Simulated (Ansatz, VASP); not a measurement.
## Two plane-wave programs on SrTl

File INCAR:

```
ALGO     = Fast           # electronic algorithm
EDIFF    = 1E-6           # SCF threshold, eV
ENCUT    = 520            # plane-wave cutoff, eV
GGA      = CA             # functional
ISIF     = 2              # what is computed and relaxed
ISMEAR   = 0              # smearing method
LASPH    = True           # aspherical terms in the spheres
LCHARG   = True           # write CHGCAR
LELF     = True           # ELF
LREAL    = False          # projectors in reciprocal space
LVHAR    = True         
LWAVE    = False          # write WAVECAR
NBANDS   = 18             # bands
NELM     = 60             # most SCF steps
PREC     = Accurate       # precision mode
SIGMA    = 0.15           # smearing width, eV
```

Contents of KPOINTS:

```
k-points
0
Gamma
  12 12 12
```

POSCAR

```
SrTl
1.0
    3.8304000000      0.0000000000      0.0000000000
    0.0000000000      3.8304000000      0.0000000000
    0.0000000000      0.0000000000      4.0320000000
Sr Tl
1 1
Direct
    0.0000000000      0.0000000000      0.0000000000
    0.5000000000      0.5000000000      0.5000000000
```

Input for Ansatz:

```yaml
crystal:
  lattice:
    - [3.8304, 0.0, 0.0]
    - [0.0, 3.8304, 0.0]
    - [0.0, 0.0, 4.032]
  atoms:
    - { symbol: Sr, position: [0.0, 0.0, 0.0] }
    - { symbol: Tl, position: [0.5, 0.5, 0.5] }
basis:
  ecutwfc: 420
kpoints:
  mp_grid: { grid: [12, 12, 12] }
hamiltonian:
  xc: lda
scf:
  occupations: { method: gaussian, width: 0.15 }
output:
  forces: true
  stress: true
  eigenvalues: true
```

Change from the starting cell: strain -0.050 along x and y, +0.000 along z, atoms carried along.

Alike in both runs: task single point; functional LDA; k mesh 12 × 12 × 12; occupations gaussian, width 0.15 eV; no spin polarisation.

|  | VASP | Ansatz |
| --- | --- | --- |
| version | VASP 6.6.1 | Ansatz 0.2.0 |
| potentials or method | VASP PAW LDA potentials, release 64 (Sr_sv, Tl_d), cutoff 520 eV | scalar-relativistic, plane waves, PAW |
| valence electrons in the cell | 23 | 23 |

|  | VASP | Ansatz | Ansatz less VASP |
| --- | --- | --- | --- |
| gap on the k mesh at the Fermi level (eV) | none | none | - |
| pressure (GPa) | 1.7 | 1.6 | -0.14 |
| traceless stress, the component that is largest in VASP (GPa) | -0.57 | -0.56 | +0.008 |

LDA's correlation is that of Perdew and Zunger in VASP and of Perdew and Wang (1992) in Ansatz. A gap of «none» marks a metal or a gap that the smearing closes.

Neither program's run includes spin-orbit coupling.
